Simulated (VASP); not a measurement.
# ZnS (Imm2) in VASP: notebook

Runs on ZnS. Level: PBEsol. Tasks: single point.

Everything below comes from runs of VASP 6.6.1. Logs are shortened: lines on timing, memory, paths and dates and some standing lists are left out, and cuts for length are marked.

## (1) The cell of the first run

Symmetry: Imm2, No. 44, orthorhombic system. The conventional cell has a = 3.769 Å, b = 3.807 Å, c = 5.357 Å, α = 90.00°, β = 90.00°, γ = 90.00°. Within 3.1 Å of Zn (site symmetry mm2) lie 4 S at 2.31 to 2.33 Å. S (site symmetry mm2) has 4 Zn at 2.31 to 2.33 Å within 3.1 Å.

## (2) Single point, PBEsol (strain +0.0100 x Voigt [0, 0, 0, 0, 1, 0])

The input, INCAR:

```
SYSTEM = ZnS
ALGO     = Normal         ! electronic algorithm
EDIFF    = 1E-7           ! SCF threshold, eV
ENCUT    = 520            ! plane-wave cutoff, eV
GGA      = PS             ! functional
ISIF     = 2              ! what is computed and relaxed
ISMEAR   = 0              ! smearing method
LASPH    = .TRUE.         ! aspherical terms in the spheres
LCHARG   = .FALSE.        ! write CHGCAR
LREAL    = .FALSE.        ! projectors in reciprocal space
LWAVE    = .FALSE.        ! write WAVECAR
NBANDS   = 16             ! bands
NELM     = 100            ! most SCF steps
PREC     = Accurate       ! precision mode
SIGMA    = 0.05           ! smearing width, eV
```

The input, KPOINTS:

```
k-points
0
G
  10 10 10
  0 0 0
```

The input, POSCAR:

```
ZnS
1.0
    0.0133912954      2.6782590749      2.6782590749
    2.6916503703      0.0000000000      2.6916503703
    2.6782590749      2.6782590749      0.0133912954
Zn S
1 1
Direct
    0.0000000000      0.0000000000      0.0000000000
    0.7500000000      0.7500000000      0.7500000000
```

Potentials or basis: VASP PAW PBE potentials, release 64 (Zn, S).

Launch:

```bash
$ cat potpaw_PBE.64/Zn/POTCAR potpaw_PBE.64/S/POTCAR > POTCAR
$ mpirun -np 1 vasp_std > vasp.out
```

OUTCAR:

```text
SYSTEM = ZnS
   EDIFF = 1E-7
   ENCUT = 520
   GGA = PS
   ISIF = 2
   ISMEAR = 0
   LASPH = .TRUE.
   LREAL = .FALSE.
   NELM = 100
   PREC = Accurate

 ion  position               nearest neighbor table
   1  0.000  0.000  0.000-   2 2.31   2 2.31   2 2.33   2 2.33
   2  0.750  0.750  0.750-   1 2.31   1 2.31   1 2.33   1 2.33

  LATTYP: Found a body centered orthorhombic cell.
 ALAT       =     3.7686921557
 B/A-ratio  =     1.0100502513
 C/A-ratio  =     1.4213201632

  Lattice vectors:

 A1 = (   0.0133912954,  -2.6782590749,   2.6782590749)
 A2 = (  -0.0133912954,  -2.6782590749,  -2.6782590749)
 A3 = (   2.6782590749,   2.6782590749,   0.0133912954)

Analysis of symmetry for initial positions (statically):
=====================================================================
 Subroutine PRICEL returns:
 Original cell was already a primitive cell.

 Routine SETGRP: Setting up the symmetry group for a
 body centered orthorhombic supercell.

 Subroutine GETGRP returns: Found  4 space group operations
 (whereof  4 operations were pure point group operations)
 out of a pool of  8 trial point group operations.

The static configuration has the point symmetry C_2v.

Analysis of symmetry for dynamics (positions and initial velocities):
=====================================================================
 Subroutine PRICEL returns:
 Original cell was already a primitive cell.

 Routine SETGRP: Setting up the symmetry group for a
 body centered orthorhombic supercell.

 Subroutine GETGRP returns: Found  4 space group operations
 (whereof  4 operations were pure point group operations)
 out of a pool of  8 trial point group operations.

The dynamic configuration has the point symmetry C_2v.

 Subroutine INISYM returns: Found  4 space group operations
 (whereof  4 operations are pure point group operations),
 and found     1 'primitive' translations

----------------------------------------------------------------------------------------

                                     Primitive cell

  volume of cell :      38.4217

  direct lattice vectors                    reciprocal lattice vectors
     0.013391295  2.678259075  2.678259075    -0.187626570  0.186688437  0.187626570
     2.691650370  0.000000000  2.691650370     0.185759639 -0.186688437  0.185759639
     2.678259075  2.678259075  0.013391295     0.187626570  0.186688437 -0.187626570

  length of vectors
     3.787653980  3.806568459  3.787653980     0.324438024  0.322282266  0.324438024

  position of ions in fractional coordinates (direct lattice)
[... 79 lines left out ...]
   EDIFF  = 0.1E-06   stopping-criterion for ELM
   LREAL  =      F    real-space projection
   EDIFFG = 0.1E-05   stopping-criterion for IOM
   NSW    =      0    number of steps for IOM
   IBRION =     -1    ionic relax: 0-MD 1-quasi-New 2-CG
   NFREE  =      0    steps in history (QN), initial steepest desc. (CG)
   ISIF   =      2    stress and relaxation
   ISYM   =      2    0-nonsym 1-usesym 2-fastsym
   POTIM  = 0.5000    time-step for ionic-motion
   TEBEG  =    0.0;   TEEND  =   0.0 temperature during run
   PSTRESS=    0.0 pullay stress
   NELECT =      18.0000    total number of electrons
   NUPDOWN=      -1.0000    fix difference up-down
   EMIN   =  10.00;   EMAX   =-10.00  energy-range for DOS
   EFERMI =   0.00;   METHOD = LEGACY
   ISMEAR =     0;   SIGMA  =   0.05  broadening in eV -4-tet -1-fermi 0-gaus
   EFERMI_NEDOS =   21; number of points for ismear=-14 and -15
   IALGO  =     38    algorithm
   IMIX   =      4    mixing-type and parameters
     AMIX     =   0.40;   BMIX     =  1.00
     AMIX_MAG =   1.60;   BMIX_MAG =  1.00
  volume/ion in A,a.u.               =      19.21       129.64
  Fermi-wavevector in a.u.,A,eV,Ry     =   1.271472  2.402733 21.995727  1.616640
  Thomas-Fermi vector in A             =   2.404403
   LORBIT       =      0    0 simple, 1 ext, 2 COOP (PROOUT), +10 PAW based schemes
   GGA     = PS    functional components
   LHFCALC =     F    Hartree Fock is set to
   AEXX    =    0.0000 exact exchange contribution
   IVDW    =     0    specifies the selected vdW correction
   LEPSILON=     F    determine dielectric tensor
   LRPA    =     F    only Hartree local field effects (RPA)
 non-spin polarized calculation
 Gauss-broadening in eV      SIGMA  =   0.05
  energy-cutoff  :      520.00
  volume of cell :       38.42
 maximum number of plane-waves:      1048
   NGX = 15   NGY = 15   NGZ = 15

 number of electron      18.0000014 magnetization

 Free energy of the ion-electron system (eV)
  ---------------------------------------------------
  ext. energy  EPLUGINS =         0.00000000
  ---------------------------------------------------
  free energy    TOTEN  =        -7.58803854 eV

  energy without entropy =       -7.58803854  energy(sigma->0) =       -7.58803854

 E-fermi :   2.5132     XC(G=0):  -9.9747

 val. band max:        2.2834238932   @ k =   0.0000   0.0000   0.0000
 cond. band min:       4.3562035061   @ k =   0.0000   0.0000   0.0000
 fundamental gap:      2.0727796129
 Fermi energy:         2.5132371116

 k-point     1 :       0.0000    0.0000    0.0000
  band No.  band energies     occupation
      1     -11.0806      2.00000
      2      -4.2224      2.00000
      3      -4.2185      2.00000
      4      -4.2145      2.00000
      5      -3.6874      2.00000
      6      -3.6873      2.00000
[... 433 lines left out ...]
      3      -4.0551      2.00000
      4      -3.9321      2.00000
      5      -3.6991      2.00000
      6      -3.6242      2.00000
[... 8 lines left out ...]
     15      15.4544      0.00000
     16      16.7286      0.00000

 [... further k-points ...]

------------------------ aborting loop because EDIFF is reached ----------------------------------------

  FORCE on cell =-STRESS in cart. coord.  units (eV):
  Direction    XX          YY          ZZ          XY          YZ          ZX
  --------------------------------------------------------------------------------------
  -------------------------------------------------------------------------------------
  Total        0.0513295      0.0504571      0.0513295      0.0000000      0.0000000     -0.1778956
  in kB        2.1404279      2.1040514      2.1404279      0.0000000      0.0000000     -7.4182055
  external PRESSURE =       2.1283024 kB  Pullay stress =       0.0000000 kB

 VOLUME and BASIS-vectors are now :
 -----------------------------------------------------------------------------
  energy-cutoff  :      520.00
  volume of cell :       38.42
      direct lattice vectors                 reciprocal lattice vectors
     0.013391295  2.678259075  2.678259075    -0.187626570  0.186688437  0.187626570
     2.691650370  0.000000000  2.691650370     0.185759639 -0.186688437  0.185759639
     2.678259075  2.678259075  0.013391295     0.187626570  0.186688437 -0.187626570

 POSITION                                       TOTAL-FORCE (eV/Angst)
 -----------------------------------------------------------------------------------
      0.00000      0.00000      0.00000         0.000000     -0.061638     -0.000000
      4.03748      4.01739      4.03748         0.000000      0.061638      0.000000
 -----------------------------------------------------------------------------------
    total drift:                               -0.000002      0.000002     -0.000002

  FREE ENERGIE OF THE ION-ELECTRON SYSTEM (eV)
  ---------------------------------------------------
  free  energy   TOTEN  =        -7.5880385450 eV

  energy  without entropy=       -7.5880385450  energy(sigma->0) =       -7.58803854
```

stdout:

```text
POSCAR found type information on POSCAR ZnS
 POSCAR found :  2 types and       2 ions
 scaLAPACK will be used
 -----------------------------------------------------------------------------
|                                                                             |
|                                                                             |
|     You enforced a specific xc type in the INCAR file but a different       |
|     I HOPE YOU KNOW WHAT YOU ARE DOING!                                     |
|                                                                             |
 -----------------------------------------------------------------------------

 LDA part: xc-table for (Slater+PW92), standard interpolation
 POSCAR, INCAR and KPOINTS ok, starting setup
 FFT: planning ... GRIDC
 FFT: planning ... GRID_SOFT
 FFT: planning ... GRID
 WAVECAR not read
 entering main loop
```

Wall time 68 s (1 thread of AMD EPYC 7R13 (Zen 3), shared host); peak memory 0.2 GiB.

What came out:

```yaml
Free_energy: -7.5880 eV
Pressure: 0.2 GPa
Largest_force: 0.062 eV/Å
Band_gap_on_the_k_mesh: 2.07 eV
```

Forces on the atoms (eV/Å):
```
Zn   0.000 -0.062  0.000
S    0.000  0.062  0.000
```

Caveat: the cell differs from its parent crystal (strain +0.0100 x Voigt [0, 0, 0, 0, 1, 0]); the PAW data sets were made with another functional, which shifts forces and pressure a little.

## (3) Single point, PBEsol (strain +0.0350 x Voigt [0, 0, 0, 0, 1, 0])

The input, INCAR:

```
SYSTEM = ZnS
  PREC = Accurate
  ENCUT = 520
  EDIFF = 1E-6
  ISMEAR = 0
  SIGMA = 0.05
  LREAL = .FALSE.
  LASPH = .TRUE.
  NELM = 60
  ALGO = Normal
  ISIF = 2
  LWAVE = .FALSE.
  LCHARG = .FALSE.
  GGA = PS
  NBANDS = 16
```

The input, KPOINTS:

```
regular mesh
0
G
  10 10 10
  0 0 0
```

The input, POSCAR:

```
ZnS
1.0
    0.0468695338      2.6782590749      2.6782590749
    2.7251286087      0.0000000000      2.7251286087
    2.6782590749      2.6782590749      0.0468695338
Zn S
1 1
Direct
    0.0000000000      0.0000000000      0.0000000000
    0.7500000000      0.7500000000      0.7500000000
```

Potentials or basis: VASP PAW PBE potentials, release 64 (Zn, S).

Launch:

```bash
$ cat potpaw_PBE.64/Zn/POTCAR potpaw_PBE.64/S/POTCAR > POTCAR
$ mpirun -np 1 vasp_std > vasp.out
```

Wall time 75 s (1 thread of AMD EPYC 7R13 (Zen 3), shared host); peak memory 0.2 GiB.

Results (log left out):

* Free energy: -7.5780 eV
* Pressure: 0.4 GPa
* Largest force: 0.217 eV/Å
* Band gap on the k mesh: 2.01 eV

Forces in eV/Å, atoms in the order of the input:
```
Zn   0.000 -0.217  0.000
S    0.000  0.217  0.000
```

Stress tensor (GPa, compression positive):
```
 0.37  0.00 -2.59
 0.00  0.32  0.00
-2.59  0.00  0.37
```

Levels at points of the mesh, in eV from the valence-band top:
| k point | band 7 | band 8 | band 9 | band 10 | band 11 | band 12 |
| --- | --- | --- | --- | --- | --- | --- |
| (0.00, 0.00, 0.00) | -0.13 | -0.08 | 0.00 | 2.01 | 5.97 | 6.24 |
| (0.50, 0.00, 0.00) | -5.62 | -1.06 | -1.05 | 3.07 | 6.55 | 6.80 |
| (0.00, 0.50, 0.00) | -5.58 | -0.93 | -0.89 | 3.28 | 6.70 | 6.96 |
| (0.50, 0.50, 0.00) | -4.78 | -2.42 | -2.41 | 3.11 | 3.89 | 10.85 |
| (0.50, 0.00, 0.50) | -4.78 | -2.59 | -2.23 | 3.05 | 3.96 | 10.95 |

Caveat: the cell differs from its parent crystal (strain +0.0350 x Voigt [0, 0, 0, 0, 1, 0]); the PAW data sets were made with another functional, which shifts forces and pressure a little.

## (4) Single point, PBEsol (strain +0.0250 x Voigt [0, 0, 0, 0, 1, 0])

The input, INCAR:

```
PREC     = Accurate       # precision mode
ENCUT    = 520            # plane-wave cutoff, eV
EDIFF    = 1E-7           # SCF threshold, eV
ISMEAR   = 0              # smearing method
SIGMA    = 0.05           # smearing width, eV
LREAL    = False          # projectors in reciprocal space
LASPH    = True           # aspherical terms in the spheres
NELM     = 80             # most SCF steps
ALGO     = Normal         # electronic algorithm
ISIF     = 2              # what is computed and relaxed
LWAVE    = False          # write WAVECAR
LCHARG   = False          # write CHGCAR
GGA      = PS             # functional
NBANDS   = 16             # bands
```

The input, KPOINTS:

```
regular mesh
0
Gamma
  10 10 10
```

The input, POSCAR:

```
ZnS
1.0
    0.0334782384      2.6782590749      2.6782590749
    2.7117373133      0.0000000000      2.7117373133
    2.6782590749      2.6782590749      0.0334782384
Zn S
1 1
Direct
    0.0000000000      0.0000000000      0.0000000000
    0.7500000000      0.7500000000      0.7500000000
```

Launch:

```bash
$ cat potpaw_PBE.64/Zn/POTCAR potpaw_PBE.64/S/POTCAR > POTCAR
$ mpirun -np 1 vasp_std > vasp.out
```

Wall time 92 s (1 thread of AMD EPYC 7R13 (Zen 3), shared host); peak memory 0.2 GiB.

It converged, with:

| Item | Value |
| --- | --- |
| Free energy | -7.5834 eV |
| Pressure | 0.3 GPa |
| Largest force | 0.154 eV/Å |
| Band gap on the k mesh | 2.04 eV |

Forces in eV/Å, atoms in the order of the input:
```
Zn   0.000 -0.154  0.000
S    0.000  0.154  0.000
```

Stress tensor (GPa, compression positive):
```
 0.29  0.00 -1.85
 0.00  0.26  0.00
-1.85  0.00  0.29
```

Levels at points of the mesh, in eV from the valence-band top:
| k point | band 5 | band 6 | band 7 | band 8 | band 9 | band 10 | band 11 | band 12 | band 13 | band 14 |
| --- | --- | --- | --- | --- | --- | --- | --- | --- | --- | --- |
| (0.00, 0.00, 0.00) | -6.00 | -6.00 | -0.09 | -0.05 | 0.00 | 2.04 | 6.06 | 6.25 | 6.42 | 11.72 |
| (0.50, 0.00, 0.00) | -5.97 | -5.78 | -5.60 | -1.02 | -1.01 | 3.12 | 6.62 | 6.80 | 8.78 | 12.02 |
| (0.00, 0.50, 0.00) | -5.97 | -5.82 | -5.57 | -0.92 | -0.90 | 3.27 | 6.74 | 6.92 | 8.71 | 12.06 |
| (0.50, 0.50, 0.00) | -5.92 | -5.78 | -4.76 | -2.40 | -2.39 | 3.13 | 3.91 | 10.92 | 11.99 | 12.07 |
| (0.50, 0.00, 0.50) | -5.92 | -5.78 | -4.76 | -2.52 | -2.27 | 3.10 | 3.95 | 10.97 | 11.98 | 12.05 |

Caveat: the cell differs from its parent crystal (strain +0.0250 x Voigt [0, 0, 0, 0, 1, 0]); the PAW data sets were made with another functional, which shifts forces and pressure a little.

## (5) Single point, PBEsol (strain +0.0150 x Voigt [0, 0, 0, 0, 1, 0])

The input, INCAR:

```
  PREC = Accurate
  ENCUT = 520
  EDIFF = 1E-7
  ISMEAR = 0
  SIGMA = 0.05
  LREAL = False
  LASPH = True
  NELM = 60
  ALGO = Normal
  ISIF = 2
  LWAVE = False
  LCHARG = False
  GGA = PS
  NBANDS = 16
```

The input, KPOINTS:

```
Automatic mesh
0
Gamma
  10 10 10
```

The input, POSCAR:

```
ZnS
1.0
    0.0200869431      2.6782590749      2.6782590749
    2.6983460180      0.0000000000      2.6983460180
    2.6782590749      2.6782590749      0.0200869431
Zn S
1 1
Direct
    0.0000000000      0.0000000000      0.0000000000
    0.7500000000      0.7500000000      0.7500000000
```

Launch:

```bash
$ cat potpaw_PBE.64/Zn/POTCAR potpaw_PBE.64/S/POTCAR > POTCAR
$ mpirun -np 1 vasp_std > vasp.out
```

Run time: 85 s. Hardware: 1 thread of AMD EPYC 7R13 (Zen 3), shared host; peak memory 0.2 GiB.

The run converged. Its results:

| Item | Value |
| --- | --- |
| Free energy | -7.5869 eV |
| Pressure | 0.2 GPa |
| Largest force | 0.093 eV/Å |
| Band gap on the k mesh | 2.06 eV |

Forces in eV/Å, atoms in the order of the input:
```
Zn   0.000 -0.093  0.000
S    0.000  0.093  0.000
```

Stress tensor (GPa, compression positive):
```
 0.23  0.00 -1.11
 0.00  0.22  0.00
-1.11  0.00  0.23
```

Levels at points of the mesh, in eV from the valence-band top:
| k point | band 5 | band 6 | band 7 | band 8 | band 9 | band 10 | band 11 | band 12 | band 13 | band 14 |
| --- | --- | --- | --- | --- | --- | --- | --- | --- | --- | --- |
| (0.00, 0.00, 0.00) | -5.98 | -5.98 | -0.06 | -0.03 | 0.00 | 2.06 | 6.15 | 6.26 | 6.37 | 11.74 |
| (0.50, 0.00, 0.00) | -5.95 | -5.76 | -5.57 | -0.98 | -0.97 | 3.17 | 6.70 | 6.81 | 8.78 | 12.04 |
| (0.00, 0.50, 0.00) | -5.95 | -5.79 | -5.56 | -0.92 | -0.91 | 3.26 | 6.77 | 6.88 | 8.74 | 12.07 |
| (0.50, 0.50, 0.00) | -5.90 | -5.76 | -4.74 | -2.38 | -2.38 | 3.15 | 3.93 | 10.97 | 12.02 | 12.05 |
| (0.50, 0.00, 0.50) | -5.90 | -5.76 | -4.74 | -2.45 | -2.30 | 3.14 | 3.95 | 10.99 | 12.01 | 12.05 |

Caveat: the cell differs from its parent crystal (strain +0.0150 x Voigt [0, 0, 0, 0, 1, 0]); the PAW data sets were made with another functional, which shifts forces and pressure a little.

## (6) Single point, PBEsol (strain +0.0050 x Voigt [0, 0, 0, 0, 1, 0])

INCAR: that of step 5 with these lines changed.

```diff
@@ -7,3 +7,3 @@
   LASPH = True
-  NELM = 60
+  NELM = 100
   ALGO = Normal
```

KPOINTS is that of step 5.

The input, POSCAR:

```
ZnS
1.0
    0.0066956477      2.6782590749      2.6782590749
    2.6849547226      0.0000000000      2.6849547226
    2.6782590749      2.6782590749      0.0066956477
Zn S
1 1
Direct
    0.0000000000      0.0000000000      0.0000000000
    0.7500000000      0.7500000000      0.7500000000
```

Potentials or basis: VASP PAW PBE potentials, release 64 (Zn, S).

Launch:

```bash
$ cat potpaw_PBE.64/Zn/POTCAR potpaw_PBE.64/S/POTCAR > POTCAR
$ mpirun -np 1 vasp_std > vasp.out
```

Run time: 82 s. Hardware: 1 thread of AMD EPYC 7R13 (Zen 3), shared host; peak memory 0.2 GiB.

The run converged. Its results:

```
Free energy            : -7.5887 eV
Pressure               : 0.2 GPa
Largest force          : 0.031 eV/Å
Band gap on the k mesh : 2.08 eV
```

Forces on the atoms (eV/Å):
```
Zn   0.000 -0.031  0.000
S    0.000  0.031  0.000
```

Stress tensor (GPa, compression positive):
```
 0.21  0.00 -0.37
 0.00  0.21  0.00
-0.37  0.00  0.21
```

Levels at points of the mesh, in eV from the valence-band top:
```
           k point  band 7  band 8  band 9  band 10  band 11  band 12
(0.00, 0.00, 0.00)   -0.02   -0.01    0.00     2.08     6.24     6.28
(0.50, 0.00, 0.00)   -5.55   -0.94   -0.93     3.22     6.78     6.81
(0.00, 0.50, 0.00)   -5.54   -0.92   -0.91     3.25     6.80     6.84
(0.50, 0.50, 0.00)   -4.72   -2.36   -2.36     3.17     3.95    11.01
(0.50, 0.00, 0.50)   -4.72   -2.38   -2.33     3.17     3.95    11.01
```

Caveat: the cell differs from its parent crystal (strain +0.0050 x Voigt [0, 0, 0, 0, 1, 0]); the PAW data sets were made with another functional, which shifts forces and pressure a little.

## (7) Summary

| cell | gap on the mesh (eV) | pressure (GPa) | largest force (eV/Å) |
| --- | --- | --- | --- |
| a = 3.788, b = 3.807 Å, angles 59.8, 59.7, 59.8°, 2 atoms | 2.07 | 0.2 | 0.06 |
| a = 3.788, b = 3.854 Å, angles 59.4, 58.8, 59.4°, 2 atoms | 2.01 | 0.4 | 0.22 |
| a = 3.788, b = 3.835 Å, angles 59.6, 59.2, 59.6°, 2 atoms | 2.04 | 0.3 | 0.15 |
| a = 3.788, b = 3.816 Å, angles 59.8, 59.5, 59.8°, 2 atoms | 2.06 | 0.2 | 0.09 |
| a = 3.788, b = 3.797 Å, angles 59.9, 59.8, 59.9°, 2 atoms | 2.08 | 0.2 | 0.03 |

Alike in all rows: task single point; level PBEsol; potentials or basis VASP PAW PBE potentials, release 64 (Zn, S); no spin polarisation; k mesh 10 × 10 × 10; cutoff (eV) 520; smearing gaussian 0.05 eV.

Caveats: the PAW data sets were made with another functional, which shifts forces and pressure a little.

Absolute energies hang on the potentials; compare differences alone.
